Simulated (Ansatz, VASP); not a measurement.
**One calculation of Pd, two programs**

```
Pd
1.0
     2.78887    0.00000    0.00000
     0.00000    2.78887    0.00000
     0.00000    0.00000   23.88810
Pd
5
Direct
  0.00000 0.00000 0.33681
  0.50000 0.50000 0.41804
  0.00000 0.00000 0.50000
  0.50000 0.50000 0.58196
  0.00000 0.00000 0.66319
```

Alike in both runs: functional PBE; k mesh 12 × 12 × 1; occupations fermi-dirac, width 0.05 eV; no spin polarisation.

Ansatz relaxed the structure, and its values are those at the end. VASP's run is a single point on that final structure, the one shown.

```csv
,VASP,Ansatz
version,VASP 6.6.1,Ansatz 0.2.0
potentials or method,"VASP PAW PBE potentials, release 64 (Pd)","PAW with Ansatz's default frozen-core files, scalar-relativistic"
plane-wave cutoff (eV),520,420
valence electrons in the cell,50,90
```

Ansatz gave:

- rms of the force components (eV/Å): 0.001

**Question.** Estimate VASP's values.

**Answer.** rms of the force components (eV/Å): 0.004.

VASP's potentials hold 50 valence electrons a cell and Ansatz's 90, so a difference there can come from the potentials and not from the codes. Ansatz's warnings: stress scf threshold loose, xc potential rough in thin density.
